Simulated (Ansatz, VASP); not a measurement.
# One calculation of Te2AsS2, two programs

```xyz
10
Lattice="0.0000 4.0170 0.0000 5.4538 -2.0085 0.0000 -0.0479 2.0085 -11.4621" Properties=species:S:1:pos:R:3 pbc="T T T"
Te    3.9641    4.0170   -9.4505
Te    1.4418    0.0000   -2.0116
Te    1.2032    4.0170   -6.9014
Te    4.2027    0.0000   -4.5608
As    4.1676    2.0085  -11.2833
As    1.2383    2.0085   -0.1788
S     0.9736    2.0085   -8.7387
S     4.4323    2.0085   -2.7234
S     4.2202    2.0085   -6.7810
S     1.1857    2.0085   -4.6811
```

Alike in both runs: task single point; functional PBE; k mesh 5 × 5 × 5; no spin polarisation.

|  | VASP | Ansatz |
| --- | --- | --- |
| version | VASP 6.6.1 | Ansatz 0.2.0 |
| potentials or method | VASP PAW PBE potentials, release 64 (Te, As, S), cutoff 520 eV | PAW plane waves |
| occupations | fermi-dirac, width 0.1 eV | fermi-dirac |
| valence electrons in the cell | 58 | 118 |

```tsv
	VASP	Ansatz	Ansatz less VASP
gap on the k mesh at the Fermi level (eV)	none	none	-
pressure (GPa)	1.9	2.0	+0.03
traceless stress, the component that is largest in VASP (GPa)	1.78	1.85	+0.076
rms of the force components (eV/Å)	0.287	0.287	+0.0001
```

Atom by atom the forces differ by 0.016 eV/Å (rms over components). A gap of «none» marks a metal or a gap that the smearing closes. VASP's potentials hold 58 valence electrons a cell and Ansatz's 118, so a difference there can come from the potentials and not from the codes.

Spin-orbit coupling is off throughout.
